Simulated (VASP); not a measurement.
# SrCl2 (I4/mmm) in VASP: further runs, part 2 of 2

VASP 6.6.1. Earlier steps stand in the parts before.

### 4 Single point, PBE (29.52 Å³/atom)

This run uses another cell than the first one, of 29.52 Å³/atom.

Contents of INCAR:

```
SYSTEM = SrCl2
ALGO = Normal
EDIFF = 1E-6
ENCUT = 520
GGA = PE
ISIF = 2
ISMEAR = 0
LASPH = .True.
LCHARG = .False.
LREAL = .False.
LWAVE = .False.
NBANDS = 19
NELM = 60
PREC = Accurate
SIGMA = 0.05
```

Contents of KPOINTS:

```
k-points
0
Gamma
  6 6 6
  0 0 0
```

Contents of POSCAR:

```
SrCl2
1.0
    0.0000000000      3.5190001185      3.5760079204
    3.5190001185      0.0000000000      3.5760079204
    3.5190001185      3.5190001185      0.0000000000
Sr Cl
1 2
Direct
    0.0000000000      0.0000000000      0.0000000000
    0.2500000000      0.2500000000      0.2500000000
    0.7500000000      0.7500000000      0.7500000000
```

Potentials or basis: VASP PAW PBE potentials, release 64 (Sr_sv, Cl).

On the command line:

```bash
$ cat potpaw_PBE.64/Sr_sv/POTCAR potpaw_PBE.64/Cl/POTCAR > POTCAR
$ mpirun -np 1 vasp_std > vasp.out
```

OUTCAR:

```text
SYSTEM = SrCl2
   EDIFF = 1E-6
   ENCUT = 520
   GGA = PE
   ISIF = 2
   ISMEAR = 0
   LASPH = .True.
   LREAL = .False.
   NELM = 60
   PREC = Accurate

 ion  position               nearest neighbor table
   1  0.000  0.000  0.000-   3 3.06   3 3.06   3 3.06   2 3.06   3 3.06   2 3.06   2 3.06   2 3.06

   2  0.250  0.250  0.250-   1 3.06   1 3.06   1 3.06   1 3.06
   3  0.750  0.750  0.750-   1 3.06   1 3.06   1 3.06   1 3.06

  LATTYP: Found a body centered tetragonal cell.
 ALAT       =     4.9766176936
 C/A-ratio  =     1.4371238221

  Lattice vectors:

 A1 = (  -3.5190001185,   0.0000000000,   3.5760079204)
 A2 = (   3.5190001185,   0.0000000000,   3.5760079204)
 A3 = (   0.0000000000,   3.5190001185,  -3.5760079204)

Analysis of symmetry for initial positions (statically):
=====================================================================
 Subroutine PRICEL returns:
 Original cell was already a primitive cell.

 Routine SETGRP: Setting up the symmetry group for a
 body centered tetragonal supercell.
[... 161 lines left out ...]

 Free energy of the ion-electron system (eV)
  ---------------------------------------------------
  ext. energy  EPLUGINS =         0.00000000
  ---------------------------------------------------
  free energy    TOTEN  =       -12.78811186 eV

  energy without entropy =      -12.78811186  energy(sigma->0) =      -12.78811186

 E-fermi :   0.2396     XC(G=0):  -8.1023

 val. band max:       -0.0851357453   @ k =   0.5000   0.0000   0.5000
 cond. band min:       5.0516857591   @ k =   0.0000   0.0000   0.0000
 fundamental gap:      5.1368215044
 Fermi energy:         0.2396150943

 k-point     1 :       0.0000    0.0000    0.0000
  band No.  band energies     occupation
      1     -33.1483      2.00000
      2     -15.1238      2.00000
      3     -15.1238      2.00000
      4     -15.1187      2.00000
      5     -13.2951      2.00000
      6     -12.5270      2.00000
[... 505 lines left out ...]
      6     -12.7048      2.00000
[... 11 lines left out ...]
     18       8.6123      0.00000
     19       9.4260      0.00000

 [... further k-points ...]
[... 5 lines left out ...]
  --------------------------------------------------------------------------------------
  -------------------------------------------------------------------------------------
  Total       -0.0842349     -0.0842349     -0.5115845      0.0000000      0.0000000      0.0000000
  in kB       -1.5238274     -1.5238274     -9.2546699      0.0000000      0.0000000      0.0000000
  external PRESSURE =      -4.1007749 kB  Pullay stress =       0.0000000 kB

 VOLUME and BASIS-vectors are now :
 -----------------------------------------------------------------------------
  energy-cutoff  :      520.00
  volume of cell :       88.57
      direct lattice vectors                 reciprocal lattice vectors
     0.000000000  3.519000119  3.576007920    -0.142085815  0.142085815  0.139820719
     3.519000119  0.000000000  3.576007920     0.142085815 -0.142085815  0.139820719
     3.519000119  3.519000119  0.000000000     0.142085815  0.142085815 -0.139820719

 POSITION                                       TOTAL-FORCE (eV/Angst)
 -----------------------------------------------------------------------------------
      0.00000      0.00000      0.00000         0.000000     -0.000000      0.000000
      1.75950      1.75950      1.78800         0.000000      0.000000     -0.000000
      5.27850      5.27850      5.36401        -0.000000     -0.000000      0.000000
 -----------------------------------------------------------------------------------
    total drift:                               -0.000000     -0.000000      0.000000

  FREE ENERGIE OF THE ION-ELECTRON SYSTEM (eV)
  ---------------------------------------------------
  free  energy   TOTEN  =       -12.7881118631 eV

  energy  without entropy=      -12.7881118631  energy(sigma->0) =      -12.78811186
```

OSZICAR:

```text
N       E                     dE             d eps       ncg     rms          rms(c)
DAV:   1     0.139472418633E+03    0.13947E+03   -0.11209E+04  1140   0.112E+03
DAV:   2    -0.356349953058E+01   -0.14304E+03   -0.13847E+03  1482   0.216E+02
DAV:   3    -0.128198025891E+02   -0.92563E+01   -0.92292E+01  1502   0.549E+01
DAV:   4    -0.130786681695E+02   -0.25887E+00   -0.25835E+00  1877   0.817E+00
DAV:   5    -0.130824672586E+02   -0.37991E-02   -0.37988E-02  1610   0.858E-01    0.117E+01
DAV:   6    -0.127693615465E+02    0.31311E+00   -0.63674E-01  1343   0.440E+00    0.761E+00
DAV:   7    -0.127772964819E+02   -0.79349E-02   -0.35407E-01  1546   0.354E+00    0.221E+00
DAV:   8    -0.127856102463E+02   -0.83138E-02   -0.52564E-02  1289   0.127E+00    0.382E-01
DAV:   9    -0.127866468941E+02   -0.10366E-02   -0.22003E-03  1471   0.267E-01    0.136E-01
DAV:  10    -0.127880058796E+02   -0.13590E-02   -0.99771E-04  1234   0.183E-01    0.335E-02
DAV:  11    -0.127880899629E+02   -0.84083E-04   -0.55323E-05  1504   0.424E-02    0.411E-02
DAV:  12    -0.127881098841E+02   -0.19921E-04   -0.19243E-05  1237   0.224E-02    0.320E-03
DAV:  13    -0.127881119019E+02   -0.20178E-05   -0.21589E-06  1409   0.795E-03    0.438E-03
DAV:  14    -0.127881118631E+02    0.38790E-07   -0.39938E-07   986   0.413E-03
   1 F= -.12788112E+02 E0= -.12788112E+02  d E =-.124782E-21
```

stdout:

```text
POSCAR found type information on POSCAR SrCl
 POSCAR found :  2 types and       3 ions
 scaLAPACK will be used
 LDA part: xc-table for (Slater+PW92), standard interpolation
 POSCAR, INCAR and KPOINTS ok, starting setup
 FFT: planning ... GRIDC
 FFT: planning ... GRID_SOFT
 FFT: planning ... GRID
 WAVECAR not read
 entering main loop
```

Wall time 53 s (1 thread of Intel Xeon Platinum 8259CL at 2.50GHz (Skylake/Cascade Lake), shared host); peak memory 0.25 GiB.

Results:

```
Free energy            : -12.7881 eV
Pressure               : -0.4 GPa
Band gap on the k mesh : 5.14 eV (least direct gap 5.45 eV)
```

Stress tensor (GPa, compression positive):
```
-0.15  0.00  0.00
 0.00 -0.15  0.00
 0.00  0.00 -0.93
```

A k mesh can miss the band edges. PBE gaps usually lie below the measured ones, often by a third to a half.

### 5 Single point, PBE (29.52 Å³/atom)

This run uses another cell than the first one, of 29.52 Å³/atom.

Contents of INCAR:

```
SYSTEM = SrCl2
PREC = Accurate
ENCUT = 520
EDIFF = 1E-6
ISMEAR = 0
SIGMA = 0.05
LREAL = .FALSE.
LASPH = .TRUE.
NELM = 80
ALGO = Normal
ISIF = 2
LWAVE = .FALSE.
LCHARG = .FALSE.
GGA = PE
NBANDS = 19
```

Contents of KPOINTS:

```
Automatic mesh
0
G
  6 6 6
  0 0 0
```

Contents of POSCAR:

```
SrCl2
1.0
    0.0000000000      3.4816019802      3.6532449579
    3.4816019802      0.0000000000      3.6532449579
    3.4816019802      3.4816019802      0.0000000000
Sr Cl
1 2
Direct
    0.0000000000      0.0000000000      0.0000000000
    0.2500000000      0.2500000000      0.2500000000
    0.7500000000      0.7500000000      0.7500000000
```

On the command line:

```bash
$ cat potpaw_PBE.64/Sr_sv/POTCAR potpaw_PBE.64/Cl/POTCAR > POTCAR
$ mpirun -np 1 vasp_std > vasp.out
```

Wall time 54 s (1 thread of Intel Xeon Platinum 8259CL at 2.50GHz (Skylake/Cascade Lake), shared host); peak memory 0.25 GiB.

The run converged. Its results:

| Quantity | Value |
| --- | --- |
| Free energy | -12.7699 eV |
| Pressure | -0.4 GPa |
| Band gap on the k mesh | 5.01 eV (least direct gap 5.31 eV) |

Stress tensor (GPa, compression positive):
```
 0.37  0.00  0.00
 0.00  0.37  0.00
 0.00  0.00 -1.94
```

Levels at points of the mesh, in eV from the valence-band top:
| k point | band 10 | band 11 | band 12 | band 13 | band 14 | band 15 |
| --- | --- | --- | --- | --- | --- | --- |
| (0.00, 0.00, 0.00) | -0.64 | -0.30 | -0.30 | 5.01 | 5.91 | 6.15 |
| (0.50, 0.00, 0.00) | -1.35 | -1.11 | -1.07 | 6.52 | 6.59 | 7.22 |
| (0.50, 0.50, 0.00) | -0.39 | -0.39 | -0.27 | 5.41 | 6.59 | 7.39 |
| (0.50, 0.00, 0.50) | -0.69 | -0.31 | 0.00 | 5.39 | 6.93 | 7.39 |

### 6 Summary

| cell | gap on the mesh (eV) | pressure (GPa) |
| --- | --- | --- |
| a = 4.883, b = 4.883, c = 4.922 Å, angles 59.7, 59.7, 60.5°, 3 atoms | 5.35 | 2.0 |
| a = 4.990, b = 4.990, c = 5.030 Å, angles 59.7, 59.7, 60.5°, 3 atoms | 5.11 | -0.4 |
| a = 5.017, b = 5.017, c = 4.977 Å, angles 60.3, 60.3, 59.5°, 3 atoms | 5.14 | -0.4 |
| a = 5.047, b = 5.047, c = 4.924 Å, angles 60.8, 60.8, 58.4°, 3 atoms | 5.01 | -0.4 |

Alike in all rows: task single point; level PBE; potentials or basis VASP PAW PBE potentials, release 64 (Sr_sv, Cl); no spin polarisation; k mesh 6 × 6 × 6; cutoff (eV) 520; smearing gaussian 0.05 eV.

Absolute energies hang on the potentials; compare differences alone.
